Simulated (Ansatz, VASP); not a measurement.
## Two plane-wave programs on TiW

File INCAR:

```
SYSTEM = TiW
  PREC = Accurate
  ENCUT = 520
  EDIFF = 1E-7
  ISMEAR = -1
  SIGMA = 0.1
  LREAL = .FALSE.
  LASPH = .TRUE.
  NELM = 60
  ALGO = Normal
  ISIF = 2
  LWAVE = .FALSE.
  LCHARG = .FALSE.
  NBANDS = 20
```

Contents of KPOINTS:

```
Automatic mesh
0
G
  11 11 7
  0 0 0
```

The input POSCAR:

```
TiW
1.0
    1.6249875435     -2.2988496578      0.0000000000
    1.6249875435      2.2988496578      0.0000000000
    0.0000000000      0.0000000000      4.5557524441
Ti W
1 1
Direct
    0.0000000000      0.0000000000      0.0000000000
    0.5000000000      0.5000000000      0.5000000000
```

Input for Ansatz:

```yaml
crystal:
  lattice:
    - [1.624987543478959, -2.2988496578178017, 0.0]
    - [1.624987543478959, 2.2988496578178017, 0.0]
    - [0.0, 0.0, 4.555752444121153]
  atoms:
    - { symbol: Ti, position: [0.0, 0.0, 0.0] }
    - { symbol: W, position: [0.5, 0.5, 0.5] }
basis:
  ecutwfc: 462.593566181796
kpoints:
  mp_grid:
    grid: [11, 11, 7]
hamiltonian:
  xc: lda
  pseudopotentials:
    kind: paw
scf:
  occupations:
    method: fermi_dirac
    width: 0.1
output:
  stress: true
```

Alike in both runs: task single point; functional LDA; k mesh 11 × 11 × 7; occupations fermi-dirac, width 0.1 eV; no spin polarisation.

|  | VASP | Ansatz |
| --- | --- | --- |
| version | VASP 6.6.1 | Ansatz 0.2.0 |
| potentials or method | VASP PAW LDA potentials, release 64 (Ti_sv, W_sv), cutoff 520 eV | plane waves, PAW |
| valence electrons in the cell | 26 | 26 |

VASP gave:

* pressure (GPa): -19.0
* traceless stress, the component that is largest in VASP (GPa): -0.57

Q: Which values does Ansatz return?

A: Pressure (GPa): -19.5; traceless stress, the component that is largest in VASP (GPa): -0.58.

LDA's correlation is that of Perdew and Zunger in VASP and of Perdew and Wang (1992) in Ansatz.

Spin-orbit coupling is off throughout.
